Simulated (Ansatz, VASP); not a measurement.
# Os in VASP and in Ansatz

The input INCAR:

```
SYSTEM = Os
PREC = Accurate
ENCUT = 520
EDIFF = 1E-7
ISMEAR = -1
SIGMA = 0.1
LREAL = .False.
LASPH = .True.
NELM = 100
ALGO = Normal
ISIF = 2
LWAVE = .False.
LCHARG = .False.
GGA = B5
ALDAX = 1.0
AGGAX = 1.0
AGGAC = 1.0
ALDAC = 0.0
NBANDS = 15
```

The input KPOINTS:

```
Automatic mesh
0
Gamma
  21 21 12
  0 0 0
```

The input POSCAR:

```
Os
1.0
    2.7601366872      0.0000000000      0.0000000000
   -1.3800683436      2.3903484891      0.0000000000
    0.0000000000      0.0000000000      4.3388562635
Os
2
Direct
    0.3333333333      0.6666666667      0.2500000000
    0.6666666667      0.3333333333      0.7500000000
```

Input for Ansatz:

```yaml
crystal:
  lattice:
    - [2.7601366872, 0.0, 0.0]
    - [-1.3800683436, 2.3903484891, 0.0]
    - [0.0, 0.0, 4.3388562635]
  atoms:
    - { symbol: Os, position: [0.3333333333, 0.6666666667, 0.25] }
    - { symbol: Os, position: [0.6666666667, 0.3333333333, 0.75] }
hamiltonian:
  xc: blyp
  pseudopotentials:
    kind: paw
    azcp:
      Os: "pseudopotentials/Os.paw.azcp"
basis:
  ecutwfc: 420
  fft_grid_basis: typed
kpoints:
  mp_grid: { grid: [21, 21, 12], shift: [0, 0, 0] }
magnetization:
  spin_polarized: false
scf:
  occupations: { method: fermi_dirac, width: 0.1 }
output:
  stress: true
```

Alike in both runs: task single point; functional BLYP; k mesh 21 × 21 × 12; occupations fermi-dirac, width 0.1 eV; no spin polarisation.

```csv
,VASP,Ansatz
version,VASP 6.6.1,Ansatz 0.2.0
potentials or method,"VASP PAW PBE potentials, release 64 (Os), cutoff 520 eV","plane waves (420 eV) with PAW, scalar-relativistic"
valence electrons in the cell,16,32
```

|  | VASP | Ansatz | Ansatz less VASP |
| --- | --- | --- | --- |
| pressure (GPa) | 18.9 | 15.6 | -3.31 |
| traceless stress, the component that is largest in VASP (GPa) | 1.54 | 1.40 | -0.142 |

VASP's potentials were made for PBE, not for BLYP. With one functional, cell and mesh, what is left measures potentials, basis and numerics. VASP's potentials hold 16 valence electrons a cell and Ansatz's 32, so a difference there can come from the potentials and not from the codes.

Spin-orbit coupling is off throughout.
